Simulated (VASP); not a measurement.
# Al in VASP: further runs

The runs below take Al through relaxation of the atoms, with LDA.

All numbers are computed with VASP 6.6.1; they aren't measurements. Logs are shortened: lines on timing, memory, paths and dates and some standing lists are left out, and cuts for length are marked.

### 1 The cell of the first run

The cell holds a slab with vacuum, 2 atoms: a = 2.817 Å, b = 3.983 Å, c = 17.408 Å, α = 90.00°, β = 90.00°, γ = 90.00°.

### 2 Relaxation of the atoms, LDA

Input file INCAR:

```
PREC = Accurate
ENCUT = 520
EDIFF = 1E-6
ISMEAR = -1
SIGMA = 0.08
LREAL = False
LASPH = True
NELM = 60
ALGO = Normal
ISIF = 2
LWAVE = False
LCHARG = False
LDIPOL = True
IDIPOL = 3
DIPOL = 0.5 0.5 0.500
GGA = CA
IBRION = 2
NSW = 60
EDIFFG = -0.01
```

Input file KPOINTS:

```
regular mesh
0
Gamma
  14 10 1
```

Input file POSCAR:

```
Al
1.0
    2.8165331402      0.0000000000      0.0000000000
    0.0000000000      3.9831793658      0.0000000000
    0.0000000000      0.0000000000     17.4083000000
Al
2
Direct
    0.2500000000      0.2500000000      0.4595518640
    0.7500000000      0.7500000000      0.5404481360
```

Potentials or basis: VASP PAW LDA potentials, release 64 (Al).

On the command line:

```
cat potpaw_LDA.64/Al/POTCAR > POTCAR
mpirun -np 1 vasp_std > vasp.out
```

OUTCAR:

```text
PREC = Accurate
   ENCUT = 520
   EDIFF = 1E-6
   ISMEAR = -1
   LREAL = False
   LASPH = True
   NELM = 60
   ISIF = 2
   GGA = CA
   IBRION = 2
   NSW = 60
   EDIFFG = -0.01

 ion  position               nearest neighbor table
   1  0.250  0.250  0.460-   2 2.82   2 2.82   2 2.82   2 2.82
   2  0.750  0.750  0.540-   1 2.82   1 2.82   1 2.82   1 2.82

  LATTYP: Found a simple orthorhombic cell.
 ALAT       =     2.8165331402
 B/A-ratio  =     1.4142135624
 C/A-ratio  =     6.1807545424

  Lattice vectors:

 A1 = (   2.8165331402,   0.0000000000,   0.0000000000)
 A2 = (   0.0000000000,   3.9831793658,   0.0000000000)
 A3 = (   0.0000000000,   0.0000000000,  17.4083000000)

Analysis of symmetry for initial positions (statically):
=====================================================================
 Subroutine PRICEL returns:
 Original cell was already a primitive cell.

 Routine SETGRP: Setting up the symmetry group for a
 simple orthorhombic supercell.

 Subroutine GETGRP returns: Found  8 space group operations
 (whereof  2 operations were pure point group operations)
 out of a pool of  8 trial point group operations.

The static configuration has the point symmetry S_2 .
 The point group associated with its full space group is D_2h.

Analysis of symmetry for dynamics (positions and initial velocities):
=====================================================================
 Subroutine PRICEL returns:
 Original cell was already a primitive cell.

 Routine SETGRP: Setting up the symmetry group for a
 simple orthorhombic supercell.

 Subroutine GETGRP returns: Found  8 space group operations
 (whereof  2 operations were pure point group operations)
 out of a pool of  8 trial point group operations.

The dynamic configuration has the point symmetry S_2 .
 The point group associated with its full space group is D_2h.

 Subroutine INISYM returns: Found  8 space group operations
 (whereof  2 operations are pure point group operations),
 and found     1 'primitive' translations

----------------------------------------------------------------------------------------

                                     Primitive cell

  volume of cell :     195.2995

  direct lattice vectors                    reciprocal lattice vectors
     2.816533140  0.000000000  0.000000000     0.355046417  0.000000000  0.000000000
     0.000000000  3.983179366  0.000000000     0.000000000  0.251055729  0.000000000
     0.000000000  0.000000000 17.408300000     0.000000000  0.000000000  0.057443863

  length of vectors
     2.816533140  3.983179366 17.408300000     0.355046417  0.251055729  0.057443863

  position of ions in fractional coordinates (direct lattice)
     0.250000000  0.250000000  0.459551864
     0.750000000  0.750000000  0.540448136

  ion indices of the primitive-cell ions
   primitive index   ion index
                 1           1
                 2           2

----------------------------------------------------------------------------------------

 KPOINTS: regular mesh

Automatic generation of k-mesh.
 Grid dimensions read from file:
 generate k-points for:   14   10    1

 Generating k-lattice:

  Cartesian coordinates                     Fractional coordinates (reciprocal lattice)
     0.025360458  0.000000000  0.000000000     0.071428571  0.000000000  0.000000000
     0.000000000  0.025105573  0.000000000     0.000000000  0.100000000  0.000000000
     0.000000000  0.000000000  0.057443863     0.000000000  0.000000000  1.000000000

  Length of vectors
     0.025360458  0.025105573  0.057443863

  Shift w.r.t. Gamma in fractional coordinates (k-lattice)
     0.000000000  0.000000000  0.000000000

 Subroutine IBZKPT returns following result:
 ===========================================

 Found     48 irreducible k-points:

 Following reciprocal coordinates:
            Coordinates               Weight
  0.000000  0.000000  0.000000      1.000000
  0.071429  0.000000  0.000000      2.000000
  0.142857  0.000000  0.000000      2.000000
  0.214286  0.000000  0.000000      2.000000
  0.285714  0.000000  0.000000      2.000000
  0.357143  0.000000  0.000000      2.000000
[... 16 lines left out ...]
  0.428571  0.200000  0.000000      4.000000
  0.500000  0.200000  0.000000      2.000000
 [... further k-points ...]
   k-points           NKPTS =     48   k-points in BZ     NKDIM =     48   number of bands    NBANDS=      7
   number of dos      NEDOS =    301   number of ions     NIONS =      2
   total plane-waves  NPLWV = 100800
   dimension x,y,z NGX =    24 NGY =   30 NGZ =  140
   dimension x,y,z NGXF=    48 NGYF=   60 NGZF=  280
   ions per type =               2
   NGX,Y,Z   is equivalent  to a cutoff of  14.17, 12.52, 13.37 a.u.
   NGXF,Y,Z  is equivalent  to a cutoff of  28.33, 25.04, 26.74 a.u.
 SYSTEM =  unknown system
   PREC   = accura    normal or accurate (medium, high low for compatibility)
   ISTART =      0    job   : 0-new  1-cont  2-samecut
   ICHARG =      2    charge: 1-file 2-atom 10-const
   ISPIN  =      1    spin polarized calculation?
   LNONCOLLINEAR =      F non collinear calculations
   LSORBIT =      F    spin-orbit coupling
   LASPH  =      T    aspherical Exc in radial PAW
   ENCUT  =  520.0 eV  38.22 Ry    6.18 a.u.   5.24  7.41 32.37*2*pi/ulx,y,z
   NELM   =     60;   NELMIN=  2; NELMDL= -5     # of ELM steps
   EDIFF  = 0.1E-05   stopping-criterion for ELM
   LREAL  =      F    real-space projection
   EDIFFG = -.1E-01   stopping-criterion for IOM
   NSW    =     60    number of steps for IOM
   IBRION =      2    ionic relax: 0-MD 1-quasi-New 2-CG
   NFREE  =      1    steps in history (QN), initial steepest desc. (CG)
   ISIF   =      2    stress and relaxation
   ISYM   =      2    0-nonsym 1-usesym 2-fastsym
   POTIM  = 0.5000    time-step for ionic-motion
   TEBEG  =    0.0;   TEEND  =   0.0 temperature during run
   PSTRESS=    0.0 pullay stress
   NELECT =       6.0000    total number of electrons
   NUPDOWN=      -1.0000    fix difference up-down
   EMIN   =  10.00;   EMAX   =-10.00  energy-range for DOS
   EFERMI =   0.00;   METHOD = LEGACY
   ISMEAR =    -1;   SIGMA  =   0.08  broadening in eV -4-tet -1-fermi 0-gaus
   EFERMI_NEDOS =   21; number of points for ismear=-14 and -15
   IALGO  =     38    algorithm
   IMIX   =      4    mixing-type and parameters
     AMIX     =   0.40;   BMIX     =  1.00
     AMIX_MAG =   1.60;   BMIX_MAG =  1.00
  volume/ion in A,a.u.               =      97.65       658.97
  Fermi-wavevector in a.u.,A,eV,Ry     =   0.512733  0.968926  3.576910  0.262895
  Thomas-Fermi vector in A             =   1.526862
   LORBIT       =      0    0 simple, 1 ext, 2 COOP (PROOUT), +10 PAW based schemes
   GGA     = CA    functional components
   LHFCALC =     F    Hartree Fock is set to
   AEXX    =    0.0000 exact exchange contribution
   IVDW    =     0    specifies the selected vdW correction
   LEPSILON=     F    determine dielectric tensor
   LRPA    =     F    only Hartree local field effects (RPA)
 conjugate gradient relaxation of ions
 non-spin polarized calculation
  energy-cutoff  :      520.00
  volume of cell :      195.30
 maximum number of plane-waves:      5326
 NGX is ok and might be reduce to    24
   NGX = 11   NGY = 15   NGZ = 65

--------------------------------------- Ionic step        1  -------------------------------------------

 number of electron       6.0000000 magnetization

 Free energy of the ion-electron system (eV)
  ---------------------------------------------------
  ext. energy  EPLUGINS =         0.00000000
  ---------------------------------------------------
  free energy    TOTEN  =        -6.64952896 eV

  energy without entropy =       -6.62989140  energy(sigma->0) =       -6.63971018

------------------------ aborting loop because EDIFF is reached ----------------------------------------

  FORCE on cell =-STRESS in cart. coord.  units (eV):
  Direction    XX          YY          ZZ          XY          YZ          ZX
  --------------------------------------------------------------------------------------
  -------------------------------------------------------------------------------------
  Total       -2.6077564     -1.0131710     -0.7970324      0.0000000      0.0000000      0.0000000
  in kB      -21.3932372     -8.3117457     -6.5386103      0.0000000      0.0000000      0.0000000
  external PRESSURE =     -12.0811977 kB  Pullay stress =       0.0000000 kB
[... 131 lines left out ...]
--------------------------------------- Ionic step        5  -------------------------------------------

 number of electron       6.0000000 magnetization

 dipolmoment           0.000000      0.000000      0.000000 electrons x Angstroem

------------------------ aborting loop because EDIFF is reached ----------------------------------------

  FORCE on cell =-STRESS in cart. coord.  units (eV):
  Direction    XX          YY          ZZ          XY          YZ          ZX
  --------------------------------------------------------------------------------------
  -------------------------------------------------------------------------------------
  Total       -1.7121685      1.1741545     -0.0171059     -0.0000000      0.0000000      0.0000000
  in kB      -14.0461075      9.6324052     -0.1403313     -0.0000000      0.0000000      0.0000000
  external PRESSURE =      -1.5180112 kB  Pullay stress =       0.0000000 kB
[... 23 lines left out ...]
--------------------------------------- Ionic step        6  -------------------------------------------

 number of electron       6.0000000 magnetization

 dipolmoment           0.000000      0.000000     -0.000000 electrons x Angstroem

 Free energy of the ion-electron system (eV)
  ---------------------------------------------------
  ext. energy  EPLUGINS =         0.00000000
  ---------------------------------------------------
  free energy    TOTEN  =        -6.75780876 eV

  energy without entropy =       -6.72947391  energy(sigma->0) =       -6.74364133

 E-fermi :  -2.1471     XC(G=0):  -2.8232

 val. band max:       -2.1610892565   @ k =   0.2143   0.5000   0.0000
 cond. band min:      -2.1336156192   @ k =   0.0000   0.4000   0.0000
 fundamental gap:      0.0274736373
 Fermi energy:        -2.1471364266

 k-point     1 :       0.0000    0.0000    0.0000
  band No.  band energies     occupation
      1     -11.0908      2.00000
      2      -5.3314      2.00000
      3      -3.0622      1.99998
      4      -1.0171      0.00000
      5      -0.8445      0.00000
      6       1.6765      0.00000
      7       2.0349      0.00000
[... 221 lines left out ...]
 k-point    24 :       0.5000    0.2000    0.0000
  band No.  band energies     occupation
      1      -6.2266      2.00000
      2      -6.2266      2.00000
      3      -1.2865      0.00004
      4      -1.2865      0.00004
      5      -0.1027      0.00000
      6      -0.1027      0.00000
      7       3.5634      0.00000

 [... further k-points ...]

------------------------ aborting loop because EDIFF is reached ----------------------------------------

 vacuum level on the upper side and lower side of the slab       (xc-potential included)        -0.008        -0.008

  FORCE on cell =-STRESS in cart. coord.  units (eV):
  Direction    XX          YY          ZZ          XY          YZ          ZX
  --------------------------------------------------------------------------------------
  -------------------------------------------------------------------------------------
  Total       -1.6484346      1.2418706     -0.0020649      0.0000000      0.0000000      0.0000000
  in kB      -13.5232540     10.1879274     -0.0169395      0.0000000      0.0000000      0.0000000
  external PRESSURE =      -1.1174220 kB  Pullay stress =       0.0000000 kB
[... 17 lines left out ...]
  FREE ENERGIE OF THE ION-ELECTRON SYSTEM (eV)
  ---------------------------------------------------
  free  energy   TOTEN  =        -6.7578087623 eV

  energy  without entropy=       -6.7294739054  energy(sigma->0) =       -6.74364133

 reached required accuracy - stopping structural energy minimisation

 vacuum level on the upper side and lower side of the slab         2.065         2.065
```

Wall time 1.9 min (1 thread of Intel Xeon 6975P-C (Granite Rapids), shared host); peak memory 0.26 GiB.

What came out:

```
Free energy               : -6.7578 eV
Energy gained by relaxing : 54.1 meV/atom
Ionic steps               : 6
Band gap on the k mesh    : zero (bands 3 and 4 overlap by 2.98 eV)
```

Step by step:
```tsv
step	energy change (eV)	largest force (eV/Å)	pressure (GPa)
1	0.0000	0.5651	-1.21
2	-0.0283	0.4716	-1.09
3	-0.0849	0.2333	-0.70
4	-0.0970	0.1779	0.32
5	-0.1082	0.0171	-0.15
6	-0.1083	0.0012	-0.11
```

Final structure:
```
Al
1.0
     2.81653    0.00000    0.00000
     0.00000    3.98318    0.00000
     0.00000    0.00000   17.40830
Al
2
Direct
  0.25000 0.25000 0.47150
  0.75000 0.75000 0.52850
```

### 3 Relaxation of the atoms, LDA

Input file INCAR:

```
  ALGO = Normal
  DIPOL = 0.5 0.5 0.500
  EDIFF = 1E-7
  EDIFFG = -0.01
  ENCUT = 520
  GGA = CA
  IBRION = 2
  IDIPOL = 3
  ISIF = 2
  ISMEAR = -1
  LASPH = True
  LCHARG = False
  LDIPOL = True
  LREAL = False
  LWAVE = False
  NELM = 60
  NSW = 32
  PREC = Accurate
  SIGMA = 0.08
```

Input file KPOINTS:

```
k-points
0
Gamma
  14 10 1
```

Input file POSCAR:

```
Al
1.0
    2.8165331402      0.0000000000      0.0000000000
    0.0000000000      3.9831793658      0.0000000000
    0.0000000000      0.0000000000     17.4083000000
Al
2
Direct
    0.2500000000      0.2500000000      0.4716991044
    0.7500000000      0.7500000000      0.5283008956
```

Potentials or basis: VASP PAW LDA potentials, release 64 (Al).

On the command line:

```
cat potpaw_LDA.64/Al/POTCAR > POTCAR
mpirun -np 1 vasp_std > vasp.out
```

Wall time 46 s (1 thread of Intel Xeon 6975P-C (Granite Rapids), shared host); peak memory 0.26 GiB.

It converged, with:

* Free energy: -6.7578 eV
* Largest force after relaxing: 0.008 eV/Å
* Band gap on the k mesh: zero (bands 3 and 4 overlap by 2.99 eV)

Forces on the atoms (eV/Å):
```
Al   0.000  0.000 -0.008
Al   0.000  0.000  0.008
```

Final structure:
```yaml
crystal:
  lattice:
    - [2.81653, 0.00000, 0.00000]
    - [0.00000, 3.98318, 0.00000]
    - [0.00000, 0.00000, 17.40830]
  atoms:
    - { symbol: Al, position: [0.25000, 0.25000, 0.47170] }
    - { symbol: Al, position: [0.75000, 0.75000, 0.52830] }
```

Levels at points of the mesh, in eV from the Fermi level:
```csv
k point,band 1,band 2,band 3,band 4,band 5,band 6
"(0.00, 0.00, 0.00)",-8.95,-3.18,-0.93,1.14,1.29,3.83
"(0.50, 0.00, 0.00)",-4.43,-4.43,1.26,1.26,3.24,3.24
"(0.00, 0.50, 0.00)",-6.71,-6.71,-0.82,-0.82,3.99,3.99
"(0.50, 0.50, 0.00)",-2.70,-2.70,-1.72,-1.72,3.27,3.27
```

Caveat: the relaxation stopped at its first step, so nothing moved.

The gap in the log of VASP goes by the Fermi energy; the results here count the filled bands.